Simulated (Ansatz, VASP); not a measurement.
# ZnO in VASP and in Ansatz

File POSCAR:

```
ZnO
1.0
    3.2493987239      0.0000000000      0.0000000000
   -1.6246993619      2.8140618419      0.0000000000
    0.0000000000      0.0000000000      5.2038000000
Zn O
2 2
Direct
    0.3333333333      0.6666666667      0.0000000000
    0.6666666667      0.3333333333      0.5000000000
    0.3333333333      0.6666666667      0.3869041816
    0.6666666667      0.3333333333      0.8869041816
```

INCAR.step1

```
SYSTEM = ZnO
PREC = Accurate ; ENCUT = 520
ISMEAR = 0 ; SIGMA = 0.05
LREAL = .FALSE. ; LASPH = .TRUE.
NELM = 100 ; NBANDS = 26
GGA = PE ; ALGO = Normal
EDIFF = 1E-4 ; LWAVE = .TRUE.
LCHARG = .FALSE.
```

INCAR.step2

```
SYSTEM = ZnO
PREC = Accurate ; ENCUT = 520
EDIFF = 1E-7 ; ISMEAR = 0
SIGMA = 0.05 ; LREAL = .FALSE.
LASPH = .TRUE. ; NELM = 100
ALGO = Normal ; ISIF = 2
LWAVE = .FALSE. ; LCHARG = .FALSE.
METAGGA = R2SCAN ; LMIXTAU = .TRUE.
NBANDS = 26 ; ISTART = 1
```

File KPOINTS:

```
regular mesh
0
G
  12 12 6
  0 0 0
```

Input for Ansatz:

```yaml
crystal:
  lattice:
    - [3.2493987239, 0.0, 0.0]
    - [-1.6246993619, 2.8140618419, 0.0]
    - [0.0, 0.0, 5.2038]
  atoms:
    - { symbol: Zn, position: [0.3333333333, 0.6666666667, 0.0] }
    - { symbol: Zn, position: [0.6666666667, 0.3333333333, 0.5] }
    - { symbol: O, position: [0.3333333333, 0.6666666667, 0.3869041816] }
    - { symbol: O, position: [0.6666666667, 0.3333333333, 0.8869041816] }
basis:
  ecutwfc: 500
kpoints:
  mp_grid: { grid: [12, 12, 6] }
hamiltonian:
  xc: r2scan
scf:
  occupations: { method: gaussian, width: 0.05 }
output:
  forces: true
  stress: true
  eigenvalues: true
```

Change from the starting cell: all O atoms moved +0.025 Å, as atom 3 along Cartesian [0 0 1].

Alike in both runs: task single point; functional r2SCAN; k mesh 12 × 12 × 6; occupations gaussian, width 0.05 eV; no spin polarisation.

|  | VASP | Ansatz |
| --- | --- | --- |
| version | VASP 6.6.1 | Ansatz 0.2.0 |
| potentials or method | VASP PAW PBE potentials, release 64 (Zn, O), cutoff 520 eV | scalar-relativistic, plane waves, PAW |
| valence electrons in the cell | 36 | 36 |

```tsv
	VASP	Ansatz	Ansatz less VASP
gap on the k mesh at the Fermi level (eV)	1.23	1.23	+0.004
least direct gap on the mesh (eV)	1.23	1.23	+0.004
pressure (GPa)	0.0	-1.0	-1.00
traceless stress, the component that is largest in VASP (GPa)	-1.19	-1.19	0.000
rms of the force components (eV/Å)	0.097	0.100	+0.0035
```

VASP's potentials were made for PBE, not for r2SCAN. Atom by atom the forces differ by 0.004 eV/Å (rms over components). The functional is the same, so the differences come from potentials, cutoffs and numerics.
